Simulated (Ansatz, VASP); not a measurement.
## SiC: VASP beside Ansatz

File INCAR:

```
SYSTEM = SiC
PREC     = Accurate       ! precision mode
ENCUT    = 520            ! plane-wave cutoff, eV
EDIFF    = 1E-6           ! SCF threshold, eV
ISMEAR   = 0              ! smearing method
SIGMA    = 0.05           ! smearing width, eV
LREAL    = .False.        ! projectors in reciprocal space
LASPH    = .True.         ! aspherical terms in the spheres
NELM     = 60             ! most SCF steps
ALGO     = Normal         ! electronic algorithm
ISIF     = 2              ! what is computed and relaxed
LWAVE    = .False.        ! write WAVECAR
LCHARG   = .True.         ! write CHGCAR
GGA      = PS             ! functional
LELF     = .True.         ! ELF
LVHAR    = .True.       
NBANDS   = 11             ! bands
```

File KPOINTS:

```
Automatic mesh
0
Gamma
  12 12 12
  0 0 0
```

The input POSCAR:

```
SiC
1.0
    0.0000000000      2.2270014837      2.2270014837
    2.2270014837      0.0000000000      2.2270014837
    2.2569917703      2.2569917703     -0.0299902866
Si C
1 1
Direct
    0.0000000000      0.0000000000      0.0000000000
    0.7500000000      0.7500000000      0.7500000000
```

Input for Ansatz:

```yaml
crystal:
  lattice:
    - [0.0, 2.2270014837, 2.2270014837]
    - [2.2270014837, 0.0, 2.2270014837]
    - [2.2569917703, 2.2569917703, -0.0299902866]
  atoms:
    - { symbol: Si, position: [0.0, 0.0, 0.0] }
    - { symbol: C, position: [0.75, 0.75, 0.75] }
basis:
  ecutwfc: 520.0
kpoints:
  mp_grid: { grid: [12, 12, 12] }
hamiltonian:
  xc: pbesol
  pseudopotentials: { kind: paw, azcp: { folder: soft_1 } }
scf:
  occupations: { method: gaussian, width: 0.05 }
output:
  forces: true
  stress: true
  eigenvalues: true
```

Alike in both runs: task single point; functional PBEsol; k mesh 12 × 12 × 12; occupations gaussian, width 0.05 eV; no spin polarisation.

```csv
,VASP,Ansatz
version,VASP 6.6.1,Ansatz 0.2.0
potentials or method,"VASP PAW PBE potentials, release 64 (Si, C), cutoff 520 eV","scalar-relativistic, plane waves, PAW"
valence electrons in the cell,8,8
```

```csv
,VASP,Ansatz,Ansatz less VASP
gap on the k mesh at the Fermi level (eV),1.27,1.28,+0.010
least direct gap on the mesh (eV),4.25,4.26,+0.012
pressure (GPa),-15.7,-16.0,-0.31
"traceless stress, the component that is largest in VASP (GPa)",-2.85,-2.82,+0.024
rms of the force components (eV/Å),0.049,0.047,-0.0017
```

VASP's potentials were made for PBE, not for PBEsol, and Ansatz warns of the same on its side. Atom by atom the forces differ by 0.002 eV/Å (rms over components).
